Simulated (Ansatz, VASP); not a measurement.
**One calculation of Co, two programs**

The input INCAR:

```
ALGO     = Normal         # electronic algorithm
EDIFF    = 1E-6           # SCF threshold, eV
EDIFFG   = -0.005         # ionic threshold
ENCUT    = 600            # plane-wave cutoff, eV
GGA      = PE             # functional
IBRION   = 2              # ionic algorithm
ISIF     = 3              # what is computed and relaxed
ISMEAR   = -1             # smearing method
ISPIN    = 2              # spin polarisation
LASPH    = T              # aspherical terms in the spheres
LCHARG   = F              # write CHGCAR
LMAXMIX  = 4              # l up to which the mixer works
LORBIT   = 11             # projections on sites
LREAL    = F              # projectors in reciprocal space
LWAVE    = F              # write WAVECAR
MAGMOM   = 2 2            # initial moments
NELM     = 150            # most SCF steps
NSW      = 100            # ionic steps
PREC     = Accurate       # precision mode
SIGMA    = 0.05           # smearing width, eV
```

The input KPOINTS:

```
k-points
0
Gamma
  17 17 9
```

POSCAR

```
Co
1.0
    2.5123336524      0.0000000000      0.0000000000
   -1.2561668262      2.1757447658      0.0000000000
    0.0000000000      0.0000000000      4.0699805169
Co
2
Direct
    0.3333333333      0.6666666667      0.2500000000
    0.6666666667      0.3333333333      0.7500000000
```

Input for Ansatz:

```yaml
crystal:
  lattice:
    - [2.5123336524, 0.0, 0.0]
    - [-1.2561668262, 2.1757447658, 0.0]
    - [0.0, 0.0, 4.0699805169]
  atoms:
    - { symbol: Co, position: [0.3333333333, 0.6666666667, 0.25], spin: 2.0 }
    - { symbol: Co, position: [0.6666666667, 0.3333333333, 0.75], spin: 2.0 }
magnetization:
  spin_polarized: true
kpoints:
  mp_grid: { grid: [17, 17, 9] }
scf:
  occupations: { method: fermi_dirac, width: 0.05 }
hamiltonian:
  xc: pbe
  pseudopotentials: { kind: paw }
output:
  forces: true
  stress: true
relax:
  f_tol: 0.005
  max_steps: 80
  cell: {}
```

Alike in both runs: task relaxation of cell and atoms; functional PBE; k mesh 17 × 17 × 9; occupations fermi-dirac, width 0.05 eV; collinear spin.

```csv
,VASP,Ansatz
version,VASP 6.6.1,Ansatz 0.2.0
potentials or method,"VASP PAW PBE potentials, release 64 (Co)","PAW with Ansatz's default frozen-core files, scalar-relativistic"
plane-wave cutoff (eV),600,420
valence electrons in the cell,18,34
```

|  | VASP | Ansatz | Ansatz less VASP |
| --- | --- | --- | --- |
| net moment per atom (μB) | 1.62 | 1.62 | +0.009 |
| size of the moment on the site where the two differ most (μB) | 1.64 | 1.70 | +0.066 |
| relaxed volume (Å³/atom) | 10.83 | 10.87 | +0.040 |
| relaxed cell length with the largest relative difference (Å) | 4.025 | 4.032 | +0.0066 |

Site moments also hang on the region over which each program counts them. VASP's potentials hold 18 valence electrons a cell and Ansatz's 34, so a difference there can come from the potentials and not from the codes.
